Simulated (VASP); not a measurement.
Set up this calculation in VASP 6.6.1, as the native input.

```yaml
Task: single point
Functional: PBEsol
Potentials_or_basis: VASP PAW PBE potentials, release 64 (Hf_pv, Si)
Cutoff: 520 eV
k_mesh: 10 × 10 × 10
Occupations: gaussian, width 0.1 eV
Spin: no spin polarisation
Dipole_correction: no
Further_INCAR_settings: ALGO = Fast; EDIFF = 1e-06; NBANDS = 33
```

The structure of Hf2Si lies in POSCAR:

```
Hf2Si
1.0
   -3.2753522240      3.2753522240      2.5828233930
    3.2753522240     -3.2753522240      2.5828233930
    3.2753522240      3.2753522240     -2.5828233930
Hf Si
4 2
Direct
    0.8432228206      0.6567771794      0.5000000000
    0.3432228206      0.8432228206      0.1864456412
    0.1567771794      0.3432228206      0.5000000000
    0.6567771794      0.1567771794      0.8135543588
    0.7500000000      0.7500000000      0.0000000000
    0.2500000000      0.2500000000      0.0000000000
```

One way to write it, as run:

INCAR

```
SYSTEM = Hf2Si
PREC     = Accurate       ! precision mode
ENCUT    = 520            ! plane-wave cutoff, eV
EDIFF    = 1E-6           ! SCF threshold, eV
ISMEAR   = 0              ! smearing method
SIGMA    = 0.1            ! smearing width, eV
LREAL    = .False.        ! projectors in reciprocal space
LASPH    = .True.         ! aspherical terms in the spheres
NELM     = 60             ! most SCF steps
ALGO     = Fast           ! electronic algorithm
ISIF     = 2              ! what is computed and relaxed
LWAVE    = .False.        ! write WAVECAR
LCHARG   = .False.        ! write CHGCAR
GGA      = PS             ! functional
NBANDS   = 33             ! bands
```

KPOINTS

```
regular mesh
0
Gamma
  10 10 10
  0 0 0
```

Potentials or basis: VASP PAW PBE potentials, release 64 (Hf_pv, Si).

Launch:

```console
$ cat potpaw_PBE.64/Hf_pv/POTCAR potpaw_PBE.64/Si/POTCAR > POTCAR
$ mpirun -np 1 vasp_std > vasp.out
```

It gave:

```json
{
 "Pressure": "-2.6 GPa",
 "Largest force": "0.008 eV/Å",
 "Band gap on the k mesh": "zero (band 24 reaches 6.52 eV, above the bottom of band 25 at 5.73 eV)"
}
```

Caveat: the PAW data sets were made with another functional, which shifts forces and pressure a little; spin-orbit coupling is left out, which moves the levels of the heavy elements.

Wall time 7.8 min on 1 thread of AMD EPYC 9R45 (Zen 5), on a shared host, peak memory 0.41 GiB.
